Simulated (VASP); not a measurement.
**Pt: single point with PBE**

Pt:

```
Pt
1.0
     0.00000    1.90895    1.95790
     1.90895    0.00000    1.95790
     1.90895    1.90895    0.00000
Pt
1
Direct
  0.00000 0.00000 0.00000
```

This cell differs from its parent crystal: strain -0.025 along x and y, +0.000 along z.

```json
{"Program": "VASP 6.6.1", "Task": "single point", "Functional": "PBE", "Potentials or basis": "VASP PAW PBE potentials, release 64 (Pt)", "Cutoff": "520 eV", "k mesh": "20 × 20 × 20", "Occupations": "gaussian, width 0.15 eV", "Spin": "no spin polarisation", "Dipole correction": "no", "Further INCAR settings": "ALGO = Normal; EDIFF = 1e-07; NBANDS = 11"}
```

The pressure is 28.8 GPa and the band gap on the k mesh is zero (bands 5 and 6 overlap by 2.61 eV).

Stress tensor (GPa, compression positive):
```
30.05  0.00  0.00
 0.00 30.05  0.00
 0.00  0.00 26.44
```

Levels at points of the mesh, in eV from the Fermi level:
```tsv
k point	band 1	band 2	band 3	band 4	band 5	band 6	band 7	band 8	band 9	band 10
(0.00, 0.00, 0.00)	-10.86	-4.36	-4.04	-4.04	-1.99	-1.60	14.46	19.26	19.98	19.98
(0.50, 0.00, 0.00)	-7.93	-4.39	-4.07	-0.71	-0.03	0.13	6.29	14.02	19.13	19.58
(0.50, 0.50, 0.00)	-7.75	-7.23	0.03	0.53	0.53	1.33	9.05	11.87	11.87	21.07
(0.50, 0.00, 0.50)	-7.71	-7.23	-0.01	0.41	0.70	1.84	9.74	11.30	11.52	20.74
```

Wall time 94 s on 1 thread of Intel Xeon 8259CL, on a shared host, peak memory 0.22 GiB.

Caveat: the cell differs from its parent crystal (strain -0.025 along x and y, +0.000 along z); the cell stands under pressure; spin-orbit coupling is left out, which moves the levels of the heavy elements.
